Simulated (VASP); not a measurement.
TiAl: single point with LDA

Crystal: TiAl.

```
CELL_PARAMETERS angstrom
3.01800 0.00000 0.00000
0.00000 3.01800 0.00000
0.00000 0.00000 3.01800
ATOMIC_POSITIONS crystal
Ti 0.50000 0.50000 0.46687
Al 0.00000 0.00000 0.00000
```

* Program: VASP 6.6.1
* Task: single point
* Functional: LDA
* Potentials or basis: VASP PAW LDA potentials, release 64 (Ti_sv, Al)
* Cutoff: 520 eV
* k mesh: 8 × 8 × 8
* Occupations: methfessel-paxton, width 0.1 eV
* Spin: no spin polarisation
* Dipole correction: no
* Further INCAR settings: ALGO = Normal; EDIFF = 1e-07; NBANDS = 14

| Item | Value |
| --- | --- |
| Pressure | 16.7 GPa |
| Largest force | 0.927 eV/Å |

Forces on the atoms (eV/Å):
```
Ti   0.000  0.000  0.927
Al   0.000  0.000 -0.927
```

Stress tensor (GPa, compression positive):
```
16.98  0.00  0.00
 0.00 16.98  0.00
 0.00  0.00 16.10
```

Levels at points of the mesh, in eV from the Fermi level:
```tsv
k point	band 3	band 4	band 5	band 6	band 7	band 8	band 9	band 10	band 11	band 12
(0.00, 0.00, 0.00)	-32.44	-32.43	-9.86	-1.83	-1.82	2.12	2.13	2.13	5.27	5.27
(0.50, 0.00, 0.00)	-32.41	-32.41	-6.12	-5.55	-0.73	0.13	0.16	2.39	3.72	6.75
(0.00, 0.00, 0.50)	-32.41	-32.41	-6.13	-5.55	-0.74	0.16	0.16	2.39	3.73	6.79
(0.50, 0.50, 0.00)	-32.70	-32.38	-5.46	-2.00	-2.00	-1.62	0.77	0.77	3.37	5.78
(0.00, 0.50, 0.50)	-32.70	-32.38	-5.45	-2.05	-2.00	-1.58	0.73	0.75	3.37	5.80
(0.50, 0.50, 0.50)	-32.66	-32.66	-3.59	-3.58	-3.58	1.54	3.46	3.46	3.50	3.50
```

Wall time 22 s on 1 thread of Intel(R) Xeon(R) Platinum 8375C CPU @ 2.90GHz (Ice Lake), with other jobs on the host, peak memory 0.14 GiB.
